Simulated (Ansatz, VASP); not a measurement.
One calculation of K, two programs

```xyz
1
Lattice="-2.6148 2.6148 2.6148 2.6148 -2.6148 2.6148 2.6148 2.6148 -2.6148" Properties=species:S:1:pos:R:3 pbc="T T T"
K     0.0000    0.0000    0.0000
```

Alike in both runs: task single point; functional r2SCAN; k mesh 12 × 12 × 12; occupations gaussian, width 0.1 eV; no spin polarisation.

|  | VASP | Ansatz |
| --- | --- | --- |
| version | VASP 6.6.1 | Ansatz 0.2.0 |
| potentials or method | VASP PAW PBE potentials, release 64 (K_sv), cutoff 520 eV | scalar-relativistic, plane waves, PAW |
| valence electrons in the cell | 9 | 9 |

Ansatz gave:

- gap on the k mesh at the Fermi level (eV): none
- pressure (GPa): 0.3

Task: What did VASP give for the same quantities?

Result: gap on the k mesh at the Fermi level (eV): none; pressure (GPa): 0.2.

VASP's potentials were made for PBE, not for r2SCAN. A gap of «none» marks a metal or a gap that the smearing closes.
